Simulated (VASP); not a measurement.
# FeCuC4N4 (P-43m) in VASP: single point with PBE

Aim: the single point of FeCuC4N4 with PBE.

All numbers are computed with VASP 6.6.1; they aren't measurements. Logs are shortened: lines on timing, memory, paths and dates and some standing lists are left out, and cuts for length are marked.

**1. The cell of the first run**

Symmetry: P-43m, No. 215, cubic system. Conventional cell: a = 5.907 Å, b = 5.907 Å, c = 5.907 Å, α = 90.00°, β = 90.00°, γ = 90.00°. Fe (site symmetry -43m) has 4 C at 1.94 Å within 2.6 Å. Cu (site symmetry -43m) has 4 N at 2.01 Å within 2.7 Å. C (site symmetry 3m) has 1 N at 1.17 Å within 1.6 Å. Within 1.6 Å of N (site symmetry 3m) lie 1 C at 1.17 Å.

**2. Single point, PBE, collinear spin, ferrimagnetic start**

INCAR reads:

```
SYSTEM = FeCuC4N4
PREC = Accurate ; ENCUT = 520
EDIFF = 1E-6 ; ISMEAR = 0
SIGMA = 0.1 ; LREAL = .False.
LASPH = .True. ; NELM = 150
ALGO = Normal ; ISIF = 2
LWAVE = .False. ; LCHARG = .False.
ISPIN = 2 ; MAGMOM = -4 1 0 0 0 0 0 0 0 0
LORBIT = 11 ; LMAXMIX = 4
GGA = PE ; NBANDS = 42
```

KPOINTS reads:

```
Automatic mesh
0
Gamma
  4 4 4
  0 0 0
```

POSCAR reads:

```
FeCuC4N4
1.0
    5.9068706000      0.0000000000      0.0000000000
    0.0000000000      5.9068706000      0.0000000000
    0.0000000000      0.0000000000      5.9068706000
Fe Cu C N
1 1 4 4
Direct
    0.0000000000      0.0000000000      0.0000000000
    0.5000000000      0.5000000000      0.5000000000
    0.1894243000      0.1894243000      0.1894243000
    0.1894243000      0.8105757000      0.8105757000
    0.8105757000      0.1894243000      0.8105757000
    0.8105757000      0.8105757000      0.1894243000
    0.3037826200      0.3037826200      0.3037826200
    0.3037826200      0.6962173800      0.6962173800
    0.6962173800      0.3037826200      0.6962173800
    0.6962173800      0.6962173800      0.3037826200
```

Potentials or basis: VASP PAW PBE potentials, release 64 (Fe, Cu, C, N).

On the command line:

```sh
> cat potpaw_PBE.64/Fe/POTCAR potpaw_PBE.64/Cu/POTCAR potpaw_PBE.64/C/POTCAR potpaw_PBE.64/N/POTCAR > POTCAR
> mpirun -np 1 vasp_std > vasp.out
```

OUTCAR:

```text
SYSTEM = FeCuC4N4
   PREC = Accurate
   ENCUT = 520
   EDIFF = 1E-6
   ISMEAR = 0
   LREAL = .False.
   LASPH = .True.
   NELM = 150
   ISIF = 2
   ISPIN = 2
   LORBIT = 11
   GGA = PE

 ion  position               nearest neighbor table
   1  0.000  0.000  0.000-   3 1.94   4 1.94   5 1.94   6 1.94
   2  0.500  0.500  0.500-   7 2.01   8 2.01   9 2.01  10 2.01
   3  0.189  0.189  0.189-   7 1.17   1 1.94
   4  0.189  0.811  0.811-   8 1.17   1 1.94
   5  0.811  0.189  0.811-   9 1.17   1 1.94
   6  0.811  0.811  0.189-  10 1.17   1 1.94
   7  0.304  0.304  0.304-   3 1.17   2 2.01
   8  0.304  0.696  0.696-   4 1.17   2 2.01
   9  0.696  0.304  0.696-   5 1.17   2 2.01
  10  0.696  0.696  0.304-   6 1.17   2 2.01

  LATTYP: Found a simple cubic cell.
 ALAT       =     5.9068706000

  Lattice vectors:

 A1 = (   5.9068706000,   0.0000000000,   0.0000000000)
 A2 = (   0.0000000000,   5.9068706000,   0.0000000000)
 A3 = (   0.0000000000,   0.0000000000,   5.9068706000)

Analysis of symmetry for initial positions (statically):
=====================================================================
 Subroutine PRICEL returns:
 Original cell was already a primitive cell.

 Routine SETGRP: Setting up the symmetry group for a
 simple cubic supercell.

 Subroutine GETGRP returns: Found 24 space group operations
 (whereof 24 operations were pure point group operations)
 out of a pool of 48 trial point group operations.

The static configuration has the point symmetry T_d .

Analysis of symmetry for dynamics (positions and initial velocities):
=====================================================================
 Subroutine PRICEL returns:
 Original cell was already a primitive cell.

 Routine SETGRP: Setting up the symmetry group for a
 simple cubic supercell.

 Subroutine GETGRP returns: Found 24 space group operations
 (whereof 24 operations were pure point group operations)
 out of a pool of 48 trial point group operations.

The dynamic configuration has the point symmetry T_d .

Analysis of structural, dynamic, and magnetic symmetry:
=====================================================================
 Subroutine PRICEL returns:
 Original cell was already a primitive cell.

 Routine SETGRP: Setting up the symmetry group for a
 simple cubic supercell.

 Subroutine GETGRP returns: Found 24 space group operations
 (whereof 24 operations were pure point group operations)
 out of a pool of 48 trial point group operations.

The overall configuration has the point symmetry T_d .

 Subroutine INISYM returns: Found 24 space group operations
 (whereof 24 operations are pure point group operations),
 and found     1 'primitive' translations

----------------------------------------------------------------------------------------

                                     Primitive cell

  volume of cell :     206.0973

  direct lattice vectors                    reciprocal lattice vectors
     5.906870600  0.000000000  0.000000000     0.169294381  0.000000000  0.000000000
     0.000000000  5.906870600  0.000000000     0.000000000  0.169294381  0.000000000
     0.000000000  0.000000000  5.906870600     0.000000000  0.000000000  0.169294381

  length of vectors
     5.906870600  5.906870600  5.906870600     0.169294381  0.169294381  0.169294381

  position of ions in fractional coordinates (direct lattice)
     0.000000000  0.000000000  0.000000000
     0.500000000  0.500000000  0.500000000
     0.189424300  0.189424300  0.189424300
     0.189424300  0.810575700  0.810575700
     0.810575700  0.189424300  0.810575700
     0.810575700  0.810575700  0.189424300
     0.303782620  0.303782620  0.303782620
     0.303782620  0.696217380  0.696217380
     0.696217380  0.303782620  0.696217380
     0.696217380  0.696217380  0.303782620

  ion indices of the primitive-cell ions
   primitive index   ion index
                 1           1
                 2           2
                 3           3
                 4           4
                 5           5
                 6           6
                 7           7
                 8           8
                 9           9
                10          10

[... 48 lines left out ...]
   ISTART =      0    job   : 0-new  1-cont  2-samecut
   ICHARG =      2    charge: 1-file 2-atom 10-const
   ISPIN  =      2    spin polarized calculation?
   LNONCOLLINEAR =      F non collinear calculations
   LSORBIT =      F    spin-orbit coupling
   LASPH  =      T    aspherical Exc in radial PAW
   ENCUT  =  520.0 eV  38.22 Ry    6.18 a.u.  10.98 10.98 10.98*2*pi/ulx,y,z
   NELM   =    150;   NELMIN=  2; NELMDL= -5     # of ELM steps
   EDIFF  = 0.1E-05   stopping-criterion for ELM
   LREAL  =      F    real-space projection
   EDIFFG = 0.1E-04   stopping-criterion for IOM
   NSW    =      0    number of steps for IOM
   IBRION =     -1    ionic relax: 0-MD 1-quasi-New 2-CG
   NFREE  =      0    steps in history (QN), initial steepest desc. (CG)
   ISIF   =      2    stress and relaxation
   ISYM   =      2    0-nonsym 1-usesym 2-fastsym
   POTIM  = 0.5000    time-step for ionic-motion
   TEBEG  =    0.0;   TEEND  =   0.0 temperature during run
   PSTRESS=    0.0 pullay stress
   NELECT =      55.0000    total number of electrons
   NUPDOWN=      -1.0000    fix difference up-down
   EMIN   =  10.00;   EMAX   =-10.00  energy-range for DOS
   EFERMI =   0.00;   METHOD = LEGACY
   ISMEAR =     0;   SIGMA  =   0.10  broadening in eV -4-tet -1-fermi 0-gaus
   EFERMI_NEDOS =   21; number of points for ismear=-14 and -15
   IALGO  =     38    algorithm
   IMIX   =      4    mixing-type and parameters
     AMIX     =   0.40;   BMIX     =  1.00
     AMIX_MAG =   1.60;   BMIX_MAG =  1.00
  volume/ion in A,a.u.               =      20.61       139.08
  Fermi-wavevector in a.u.,A,eV,Ry     =   1.053994  1.991760 15.114767  1.110904
  Thomas-Fermi vector in A             =   2.189137
   LORBIT       =     11    0 simple, 1 ext, 2 COOP (PROOUT), +10 PAW based schemes
   GGA     = PE    functional components
   LHFCALC =     F    Hartree Fock is set to
   AEXX    =    0.0000 exact exchange contribution
   IVDW    =     0    specifies the selected vdW correction
   LEPSILON=     F    determine dielectric tensor
   LRPA    =     F    only Hartree local field effects (RPA)
 spin polarized calculation
 Gauss-broadening in eV      SIGMA  =   0.10
  energy-cutoff  :      520.00
  volume of cell :      206.10
 maximum number of plane-waves:      5580
 NGX is ok and might be reduce to    48
   NGX = 21   NGY = 21   NGZ = 21

 number of electron      55.0000023 magnetization      -1.0003133

 Free energy of the ion-electron system (eV)
  ---------------------------------------------------
  ext. energy  EPLUGINS =         0.00000000
  ---------------------------------------------------
  free energy    TOTEN  =       -76.33428435 eV

  energy without entropy =      -76.29076423  energy(sigma->0) =      -76.31252429

 E-fermi :  -1.8348     XC(G=0):  -7.0758

 val. band max:       -1.8401276905   @ k =   0.2500   0.2500   0.0000
 cond. band min:      -1.8191400657   @ k =   0.2500   0.2500   0.0000
 fundamental gap:      0.0209876248
 Fermi energy:        -1.8347760189

 spin component 1

 k-point     1 :       0.0000    0.0000    0.0000
  band No.  band energies     occupation
      1     -19.0378      1.00000
      2     -18.9261      1.00000
      3     -18.9261      1.00000
      4     -18.9261      1.00000
      5      -9.3140      1.00000
      6      -8.1689      1.00000
[... 409 lines left out ...]
     38       4.1133      0.00000
     39       5.7989      0.00000
 Fermi energy:        -1.8347760189

 spin component 2

 k-point     1 :       0.0000    0.0000    0.0000
  band No.  band energies     occupation
      1     -19.0317      1.00000
      2     -18.9192      1.00000
      3     -18.9192      1.00000
      4     -18.9192      1.00000
      5      -9.3376      1.00000
      6      -8.1882      1.00000
[... 409 lines left out ...]
     38       4.0926      0.00000
     39       5.8198      0.00000
 [bands above 39 left out]

------------------------ aborting loop because EDIFF is reached ----------------------------------------

  FORCE on cell =-STRESS in cart. coord.  units (eV):
  Direction    XX          YY          ZZ          XY          YZ          ZX
  --------------------------------------------------------------------------------------
  -------------------------------------------------------------------------------------
  Total       -2.9494695     -2.9494695     -2.9494695      0.0000000      0.0000000      0.0000000
  in kB      -22.9288417    -22.9288417    -22.9288417      0.0000000      0.0000000      0.0000000
  external PRESSURE =     -22.9288417 kB  Pullay stress =       0.0000000 kB

 VOLUME and BASIS-vectors are now :
 -----------------------------------------------------------------------------
  energy-cutoff  :      520.00
  volume of cell :      206.10
      direct lattice vectors                 reciprocal lattice vectors
     5.906870600  0.000000000  0.000000000     0.169294381  0.000000000  0.000000000
     0.000000000  5.906870600  0.000000000     0.000000000  0.169294381  0.000000000
     0.000000000  0.000000000  5.906870600     0.000000000  0.000000000  0.169294381

 POSITION                                       TOTAL-FORCE (eV/Angst)
 -----------------------------------------------------------------------------------
      0.00000      0.00000      0.00000         0.000000     -0.000000      0.000000
      2.95344      2.95344      2.95344         0.000000     -0.000000      0.000000
      1.11890      1.11890      1.11890        -0.815496     -0.815496     -0.815496
      1.11890      4.78797      4.78797        -0.815496      0.815496      0.815496
      4.78797      1.11890      4.78797         0.815496     -0.815496      0.815496
      4.78797      4.78797      1.11890         0.815496      0.815496     -0.815496
      1.79440      1.79440      1.79440         0.667260      0.667260      0.667260
      1.79440      4.11247      4.11247         0.667260     -0.667260     -0.667260
      4.11247      1.79440      4.11247        -0.667260      0.667260     -0.667260
      4.11247      4.11247      1.79440        -0.667260     -0.667260      0.667260
 -----------------------------------------------------------------------------------
    total drift:                               -0.000000     -0.000000     -0.000000

  FREE ENERGIE OF THE ION-ELECTRON SYSTEM (eV)
  ---------------------------------------------------
  free  energy   TOTEN  =       -76.3342843488 eV

  energy  without entropy=      -76.2907642255  energy(sigma->0) =      -76.31252429

 total charge

# of ion       s       p       d       tot
------------------------------------------
    1        0.483   0.590   6.239   7.312
    2        0.316   0.383   9.110   9.808
    3        0.957   1.632   0.000   2.589
    4        0.957   1.632   0.000   2.589
    5        0.957   1.632   0.000   2.589
    6        0.957   1.632   0.000   2.589
    7        1.307   2.548   0.000   3.855
    8        1.307   2.548   0.000   3.855
    9        1.307   2.548   0.000   3.855
   10        1.307   2.548   0.000   3.855
--------------------------------------------------
tot          9.855  17.695  15.349  42.898

 magnetization (x)

# of ion       s       p       d       tot
------------------------------------------
    1       -0.008  -0.056  -1.136  -1.200
    2       -0.001   0.008   0.313   0.320
    3       -0.002   0.019   0.000   0.016
    4       -0.002   0.019   0.000   0.016
    5       -0.002   0.019   0.000   0.016
    6       -0.002   0.019   0.000   0.016
    7       -0.001   0.000   0.000  -0.001
    8       -0.001   0.000   0.000  -0.001
    9       -0.001   0.000   0.000  -0.001
   10       -0.001   0.000   0.000  -0.001
--------------------------------------------------
tot         -0.022   0.029  -0.824  -0.817
```

Wall time 7 min (1 thread of Intel Xeon Platinum 8259CL at 2.50GHz (Skylake/Cascade Lake), shared host); peak memory 0.47 GiB.

Results:

| Item | Value |
| --- | --- |
| Free energy | -76.3343 eV |
| Pressure | -2.3 GPa |
| Largest force | 1.412 eV/Å |
| Band gap on the k mesh | zero (filled and empty bands overlap) |
| Net moment | -1.00 μB per cell |
| Site moments | Fe -1.20; Cu +0.32; C +0.02; N -0.00 μB |
| Valence electrons inside the program's atomic spheres | Fe 7.31; Cu 9.81; C 2.59; N 3.85 |

Forces in eV/Å, atoms in the order of the input:
```
Fe   0.000  0.000  0.000
Cu   0.000  0.000  0.000
C   -0.815 -0.815 -0.815
C   -0.815  0.815  0.815
C    0.815 -0.815  0.815
C    0.815  0.815 -0.815
N    0.667  0.667  0.667
N    0.667 -0.667 -0.667
N   -0.667  0.667 -0.667
N   -0.667 -0.667  0.667
```

Caveat: forces of over 1 eV/Å act on the atoms, so gaps and moduli don't describe the material at rest. With open d or f shells a metallic result of PBE can be an artefact of self-interaction; +U or a hybrid may open a gap.
